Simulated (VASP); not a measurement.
# Li2S (Fm-3m) in VASP: settings compared, part 2 of 2

VASP 6.6.1. The steps go on from the part before.

### Step 4. Single point, r2SCAN

The input, POSCAR:

```
Li2S
1.0
    0.0000000000      2.8452944194      2.8452944194
    2.8452944194      0.0000000000      2.8452944194
    2.8452944194      2.8452944194      0.0000000000
Li S
2 1
Direct
    0.2500000000      0.2500000000      0.2500000000
    0.7500000000      0.7500000000      0.7500000000
    0.0000000000      0.0000000000      0.0000000000
```

The input, INCAR.step1:

```
ALGO = Normal
EDIFF = 1E-5
ENCUT = 830
GGA = PE
GGA_COMPAT = F
ISMEAR = 0
LASPH = T
LCHARG = F
LREAL = F
LWAVE = T
NBANDS = 13
NELM = 120
PREC = Accurate
SIGMA = 0.01
```

The input, INCAR.step2:

```
ALGO = Normal
EDIFF = 1E-6
ENCUT = 830
GGA_COMPAT = F
ISIF = 2
ISMEAR = 0
ISTART = 1
LASPH = T
LCHARG = F
LMIXTAU = T
LREAL = F
LWAVE = F
METAGGA = R2SCAN
NBANDS = 13
NELM = 120
PREC = Accurate
SIGMA = 0.01
```

The input, KPOINTS:

```
k-points
0
Gamma
  8 8 8
```

Potentials or basis: VASP PAW PBE potentials, release 64 (Li_sv, S).

Command:

```
> cat potpaw_PBE.64/Li_sv/POTCAR potpaw_PBE.64/S/POTCAR > POTCAR
> cp INCAR.step1 INCAR
> mpirun -np 1 vasp_std > vasp.out
> cp INCAR.step2 INCAR
> mpirun -np 1 vasp_std > vasp.out
```

OUTCAR:

```text
EDIFF = 1E-6
   ENCUT = 830
   ISIF = 2
   ISMEAR = 0
   ISTART = 1
   LASPH = T
   LREAL = F
   METAGGA = R2SCAN
   NELM = 120
   PREC = Accurate

 ion  position               nearest neighbor table
   1  0.250  0.250  0.250-   3 2.46   3 2.46   3 2.46   3 2.46
   2  0.750  0.750  0.750-   3 2.46   3 2.46   3 2.46   3 2.46
   3  0.000  0.000  0.000-   2 2.46   2 2.46   2 2.46   1 2.46   2 2.46   1 2.46   1 2.46   1 2.46

  LATTYP: Found a face centered cubic cell.
 ALAT       =     5.6905888388
[... 578 lines left out ...]

  FORCE on cell =-STRESS in cart. coord.  units (eV):
  Direction    XX          YY          ZZ          XY          YZ          ZX
  --------------------------------------------------------------------------------------
  -------------------------------------------------------------------------------------
  Total       -0.0584823     -0.0584823     -0.0584823     -0.0000000     -0.0000000      0.0000000
  in kB       -2.0338714     -2.0338714     -2.0338714     -0.0000000     -0.0000000      0.0000000
  external PRESSURE =      -2.0338714 kB  Pullay stress =       0.0000000 kB

 VOLUME and BASIS-vectors are now :
 -----------------------------------------------------------------------------
  energy-cutoff  :      830.00
  volume of cell :       46.07
      direct lattice vectors                 reciprocal lattice vectors
     0.000000000  2.845294419  2.845294419    -0.175728739  0.175728739  0.175728739
     2.845294419  0.000000000  2.845294419     0.175728739 -0.175728739  0.175728739
     2.845294419  2.845294419  0.000000000     0.175728739  0.175728739 -0.175728739

 POSITION                                       TOTAL-FORCE (eV/Angst)
 -----------------------------------------------------------------------------------
      1.42265      1.42265      1.42265        -0.000000     -0.000000     -0.000000
      4.26794      4.26794      4.26794         0.000000      0.000000      0.000000
      0.00000      0.00000      0.00000        -0.000000     -0.000000     -0.000000
 -----------------------------------------------------------------------------------
    total drift:                                0.000000     -0.000000      0.000000

  FREE ENERGIE OF THE ION-ELECTRON SYSTEM (eV)
  ---------------------------------------------------
  free  energy   TOTEN  =       -17.3840397548 eV

  energy  without entropy=      -17.3840397548  energy(sigma->0) =      -17.38403975
```

OUTCAR.step1:

```text
EDIFF = 1E-5
   ENCUT = 830
   GGA = PE
   ISMEAR = 0
[... 610 lines left out ...]
      1.42265      1.42265      1.42265         0.000000      0.000000      0.000000
      4.26794      4.26794      4.26794        -0.000000     -0.000000     -0.000000
      0.00000      0.00000      0.00000        -0.000000     -0.000000     -0.000000
 -----------------------------------------------------------------------------------
    total drift:                                0.000000     -0.000000      0.000000

  FREE ENERGIE OF THE ION-ELECTRON SYSTEM (eV)
  ---------------------------------------------------
  free  energy   TOTEN  =       -11.9947966875 eV

  energy  without entropy=      -11.9947966875  energy(sigma->0) =      -11.99479669
```

OSZICAR.step1:

```text
N       E                     dE             d eps       ncg     rms          rms(c)
DAV:   1     0.575112774025E+02    0.57511E+02   -0.67684E+03   754   0.124E+03
DAV:   2    -0.435766586119E+01   -0.61869E+02   -0.57957E+02   943   0.238E+02
DAV:   3    -0.120664808623E+02   -0.77088E+01   -0.76549E+01  1389   0.535E+01
DAV:   4    -0.122916803347E+02   -0.22520E+00   -0.22506E+00  1041   0.116E+01
DAV:   5    -0.122968782185E+02   -0.51979E-02   -0.51977E-02  1169   0.137E+00    0.388E+00
DAV:   6    -0.119994979950E+02    0.29738E+00   -0.50523E-01   913   0.284E+00    0.291E+00
DAV:   7    -0.119840223043E+02    0.15476E-01   -0.13580E-01  1042   0.167E+00    0.180E+00
DAV:   8    -0.119951562032E+02   -0.11134E-01   -0.28938E-02   969   0.949E-01    0.774E-01
DAV:   9    -0.119946453321E+02    0.51087E-03   -0.91568E-04  1050   0.183E-01    0.489E-01
DAV:  10    -0.119948333360E+02   -0.18800E-03   -0.15870E-03   849   0.195E-01    0.289E-01
DAV:  11    -0.119947957849E+02    0.37551E-04   -0.10419E-04  1087   0.651E-02    0.106E-01
DAV:  12    -0.119947966875E+02   -0.90256E-06   -0.24787E-06   577   0.126E-02
   1 F= -.11994797E+02 E0= -.11994797E+02  d E =-.119300E-11
```

It took 6 min on 1 thread of Intel Xeon 8259CL, shared host; peak memory 0.26 GiB.

What came out:

- Free energy: -17.3840 eV
- Pressure: -0.2 GPa
- Band gap on the k mesh: 3.86 eV (least direct gap 5.05 eV)

Levels at points of the mesh, in eV from the valence-band top:
```csv
k point,band 3,band 4,band 5,band 6,band 7,band 8,band 9,band 10
"(0.00, 0.00, 0.00)",-11.49,0.00,0.00,0.00,5.05,6.91,6.91,6.91
"(0.50, 0.00, 0.00)",-11.05,-2.89,-0.51,-0.51,6.98,7.19,7.19,9.13
"(0.50, 0.50, 0.00)",-10.92,-2.16,-1.44,-1.44,3.86,7.90,12.16,12.16
```

Caveat: the PAW data sets were made with another functional, which shifts forces and pressure a little. A k mesh can miss the band edges.

### Step 5. Relaxation of cell and atoms, PBE

The input, INCAR:

```
SYSTEM = Li2S
PREC = Accurate ; ENCUT = 750
EDIFF = 1E-7 ; ISMEAR = -1
SIGMA = 0.02 ; LREAL = .FALSE.
LASPH = .TRUE. ; NELM = 120
ALGO = Normal ; ISIF = 3
LWAVE = .FALSE. ; LCHARG = .FALSE.
GGA = PE ; IBRION = 2
NSW = 80 ; EDIFFG = -0.005
GGA_COMPAT = .FALSE. ; NELMIN = 4
```

The input, KPOINTS:

```
regular mesh
0
G
  8 8 8
  0 0 0
```

The input, POSCAR:

```
Li2S
1.0
    0.0000000000      2.8445000000      2.8445000000
    2.8445000000      0.0000000000      2.8445000000
    2.8445000000      2.8445000000      0.0000000000
Li S
2 1
Direct
    0.2500000000      0.2500000000      0.2500000000
    0.7500000000      0.7500000000      0.7500000000
    0.0000000000      0.0000000000      0.0000000000
```

Command:

```
> cat potpaw_PBE.64/Li_sv/POTCAR potpaw_PBE.64/S/POTCAR > POTCAR
> mpirun -np 1 vasp_std > vasp.out
```

Run time: 78 s. Hardware: 1 thread of Intel Xeon 8259CL, shared host; peak memory 0.21 GiB.

It converged, with:

```yaml
Free_energy: -11.9949 eV
Relaxed_volume: 15.43 Å³/atom
Relaxed_cell: a = 4.030 Å, b = 4.030 Å, c = 4.030 Å, α = 60.00°, β = 60.00°, γ = 60.00°
Space_group_after_relaxing_to_0.1_Å: Fm-3m (No. 225)
Energy_gained_by_relaxing: 0.1 meV/atom
Ionic_steps: 3
Pressure_after_relaxing: 0.0 GPa
Band_gap_on_the_k_mesh: 3.39 eV (least direct gap 4.27 eV)
```

Step by step:
| step | energy change (eV) | largest force (eV/Å) | pressure (GPa) | volume (Å³) |
| --- | --- | --- | --- | --- |
| 1 | 0.0000 | 0.0000 | 0.24 | 46.03 |
| 2 | -0.0002 | 0.0000 | 0.10 | 46.18 |
| 3 | -0.0002 | 0.0000 | 0.00 | 46.29 |

Final structure:
```
CELL_PARAMETERS angstrom
0.00000 2.84973 2.84973
2.84973 0.00000 2.84973
2.84973 2.84973 0.00000
ATOMIC_POSITIONS crystal
Li 0.25000 0.25000 0.25000
Li 0.75000 0.75000 0.75000
S 0.00000 0.00000 0.00000
```

Levels at points of the mesh, in eV from the valence-band top:
```tsv
k point	band 3	band 4	band 5	band 6	band 7	band 8	band 9	band 10
(0.00, 0.00, 0.00)	-11.02	0.00	0.00	0.00	4.27	6.23	6.23	6.23
(0.50, 0.00, 0.00)	-10.59	-2.87	-0.51	-0.51	6.10	6.58	6.58	8.41
(0.50, 0.50, 0.00)	-10.46	-2.16	-1.42	-1.42	3.39	7.08	11.09	11.09
```

### Step 6. Overview

```tsv
task	level	potentials or basis	cell	cutoff (eV)	smearing	gap on the mesh (eV)	pressure (GPa)
single point	LDA	VASP PAW LDA potentials, release 64 (Li_sv, S)	a = 4.024 Å, angles 60.0°, 3 atoms	750	gaussian 0.01 eV	3.17	-2.8
single point	r2SCAN	VASP PAW PBE potentials, release 64 (Li_sv, S)	a = 4.024 Å, angles 60.0°, 3 atoms	830	fermi-dirac 0.02 eV	3.86	-0.2
single point	r2SCAN	VASP PAW PBE potentials, release 64 (Li_sv, S)	a = 4.024 Å, angles 60.0°, 3 atoms	830	gaussian 0.01 eV	3.86	-0.2
relaxation of cell and atoms	PBE	VASP PAW PBE potentials, release 64 (Li_sv, S)	relaxed from a = 4.023 Å, angles 60.0°, 3 atoms	750	fermi-dirac 0.02 eV	3.39	0.0
```

Alike in all rows: no spin polarisation; k mesh 8 × 8 × 8.

Caveats: the PAW data sets were made with another functional, which shifts forces and pressure a little (at least some runs).

Total energies depend on the potentials used, so only differences within one code and one set of settings carry meaning.
